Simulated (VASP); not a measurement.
# CoO: single point with PBE+U

The system is CoO.

```
Co O
1.0
     2.66125    0.00000    0.00000
     0.00000    2.66125    0.00000
     0.00000    0.00000    5.32250
Co O
2 2
Direct
  0.00000 0.00000 0.00000
  0.00000 0.00000 0.50000
  0.50000 0.50000 0.25000
  0.50000 0.50000 0.75000
```

```yaml
Program: VASP 6.6.1
Task: single point
Functional: PBE
Potentials_or_basis: VASP PAW PBE potentials, release 64 (Co, O)
Cutoff: 520 eV
k_mesh: 10 × 10 × 5
Occupations: fermi-dirac, width 0.05 eV
Spin: collinear spin, antiferromagnetic start
Starting_moments: "[3.0, -3.0, 0.0, 0.0] μB"
Hubbard_terms: Co d U = 3.32 eV
```

```yaml
Pressure: -6.4 GPa
Band_gap_on_the_k_mesh: 1.51 eV
Net_moment: 0.00 μB per cell
Site_moments: Co +2.62, -2.62; O +0.00 μB
Valence_electrons_inside_the_program's_atomic_spheres: Co 7.71; O 4.94
```

Stress tensor (GPa, compression positive):
```
-6.82  0.00  0.00
 0.00 -6.82  0.00
 0.00  0.00 -5.61
```

Levels at points of the mesh, in eV from the valence-band top:
Spin up:
| k point | band 11 | band 12 | band 13 | band 14 | band 15 | band 16 | band 17 | band 18 | band 19 | band 20 |
| --- | --- | --- | --- | --- | --- | --- | --- | --- | --- | --- |
| (0.00, 0.00, 0.00) | -1.22 | -1.22 | -1.13 | -0.60 | -0.60 | 1.51 | 2.71 | 3.12 | 3.12 | 6.86 |
| (0.50, 0.00, 0.00) | -1.92 | -0.81 | -0.76 | -0.68 | -0.31 | 2.40 | 2.73 | 2.85 | 6.22 | 6.86 |
| (0.50, 0.50, 0.00) | -2.08 | -2.08 | -1.21 | -0.63 | -0.31 | 2.92 | 3.07 | 3.07 | 6.24 | 7.57 |
Spin down:
| k point | band 11 | band 12 | band 13 | band 14 | band 15 | band 16 | band 17 | band 18 | band 19 | band 20 |
| --- | --- | --- | --- | --- | --- | --- | --- | --- | --- | --- |
| (0.00, 0.00, 0.00) | -1.22 | -1.22 | -1.13 | -0.60 | -0.60 | 1.51 | 2.71 | 3.12 | 3.12 | 6.86 |
| (0.50, 0.00, 0.00) | -1.92 | -0.81 | -0.76 | -0.68 | -0.31 | 2.40 | 2.73 | 2.85 | 6.22 | 6.86 |
| (0.50, 0.50, 0.00) | -2.08 | -2.08 | -1.21 | -0.63 | -0.31 | 2.92 | 3.07 | 3.07 | 6.24 | 7.57 |

Eigenvalues of the final occupation matrices:
```tsv
site	spin	trace	eigenvalues
site 1 d	1	4.87	0.96 0.96 0.98 0.99 0.99
site 1 d	2	2.26	0.12 0.12 0.12 0.95 0.95
site 2 d	1	2.26	0.12 0.12 0.12 0.95 0.95
site 2 d	2	4.87	0.96 0.96 0.98 0.99 0.99
```

Run time: 69 s on 1 thread of AMD EPYC 9R45 96-Core Processor (Zen 5), on a shared host, peak memory 0.19 GiB.

Caveat: the cell stands under tension. The state reached can hang on the start; a lower one may exist.
